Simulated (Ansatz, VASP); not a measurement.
CoO in VASP and in Ansatz

Contents of INCAR:

```
PREC = Accurate
ENCUT = 520
EDIFF = 1E-6
ISMEAR = 0
SIGMA = 0.026000000000000002
LREAL = F
LASPH = T
NELM = 150
ALGO = Normal
ISIF = 2
LWAVE = F
LCHARG = F
ISPIN = 2
MAGMOM = 2 0
LORBIT = 11
LMAXMIX = 4
GGA = PE
NBANDS = 18
```

The input KPOINTS:

```
Automatic mesh
0
Gamma
  11 11 11
```

File POSCAR:

```
CoO
1.0
    0.0000000000      2.1315000000      2.1315000000
    2.1315000000      0.0000000000      2.1315000000
    2.1315000000      2.1315000000      0.0000000000
Co O
1 1
Direct
    0.0000000000      0.0000000000      0.0000000000
    0.5000000000      0.5000000000      0.5000000000
```

File input.yaml:

```yaml
crystal:
  lattice:
    - [0.0, 2.1315, 2.1315]
    - [2.1315, 0.0, 2.1315]
    - [2.1315, 2.1315, 0.0]
  atoms:
    - { symbol: Co, position: [0.0, 0.0, 0.0], spin: 2.0 }
    - { symbol: O, position: [0.5, 0.5, 0.5] }
kpoints:
  mp_grid: { grid: [11, 11, 11] }
scf:
  occupations: { method: gaussian, width: 0.026 }
hamiltonian:
  xc: pbe
  pseudopotentials: { kind: all_electron, lapw: { basis_error: 0.001 } }
magnetization:
  spin_polarized: true
output:
  forces: true
  stress: true
  eigenvalues: true
```

Alike in both runs: task single point; functional PBE; k mesh 11 × 11 × 11; occupations gaussian, width 0.026 eV; collinear spin.

|  | VASP | Ansatz |
| --- | --- | --- |
| version | VASP 6.6.1 | Ansatz 0.2.0 |
| potentials or method | VASP PAW PBE potentials, release 64 (Co, O), cutoff 520 eV | all-electron LAPW, scalar-relativistic |

```tsv
	VASP	Ansatz	Ansatz less VASP
gap on the k mesh at the Fermi level (eV)	none	none	-
pressure (GPa)	-2.6	-1.7	+0.88
net moment per atom (μB)	1.46	1.49	+0.026
size of the moment on the site where the two differ most (μB)	2.57	2.62	+0.053
```

Site moments also hang on the region over which each program counts them. A gap of «none» marks a metal or a gap that the smearing closes. Ansatz ran all-electron here, and VASP with PAW potentials.
